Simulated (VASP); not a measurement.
Wanted: the native input for a VASP 6.6.1 run.

- Task: single point
- Functional: LDA
- Potentials or basis: VASP PAW LDA potentials, release 64 (Al, N)
- Cutoff: 600 eV
- k mesh: 10 × 10 × 10
- Occupations: fermi-dirac, width 0.05 eV
- Spin: no spin polarisation
- Dipole correction: no
- Further INCAR settings: ALGO = Normal; EDIFF = 1e-06; NBANDS = 11

The structure of AlN lies in POSCAR:

```
AlN
1.0
    0.0000000000      2.1677231963      2.1677231963
    2.1677231963      0.0000000000      2.1677231963
    2.1677231963      2.1677231963      0.0000000000
Al N
1 1
Direct
    0.0000000000      0.0000000000      0.0000000000
    0.7500000000      0.7500000000      0.7500000000
```

One way to write it, as run:

INCAR

```
SYSTEM = AlN
ALGO = Normal
EDIFF = 1E-6
ENCUT = 600
GGA = CA
GGA_COMPAT = .FALSE.
ISIF = 2
ISMEAR = -1
LASPH = .TRUE.
LCHARG = .TRUE.
LELF = .TRUE.
LREAL = .FALSE.
LVHAR = .TRUE.
LWAVE = .FALSE.
NBANDS = 11
NELM = 120
PREC = Accurate
SIGMA = 0.05
```

KPOINTS

```
k-points
0
G
  10 10 10
  0 0 0
```

Potentials or basis: VASP PAW LDA potentials, release 64 (Al, N).

The run is started by

```bash
$ cat potpaw_LDA.64/Al/POTCAR potpaw_LDA.64/N/POTCAR > POTCAR
$ mpirun -np 1 vasp_std > vasp.out
```

Results of the run:

```json
{
  "Pressure": "1.6 GPa",
  "Band gap on the k mesh": "3.23 eV, indirect (least direct gap 4.44 eV)"
}
```

Wall time 9 s on 1 thread of AMD EPYC 9R45 (Zen 5), on a shared host, peak memory 0.1 GiB.
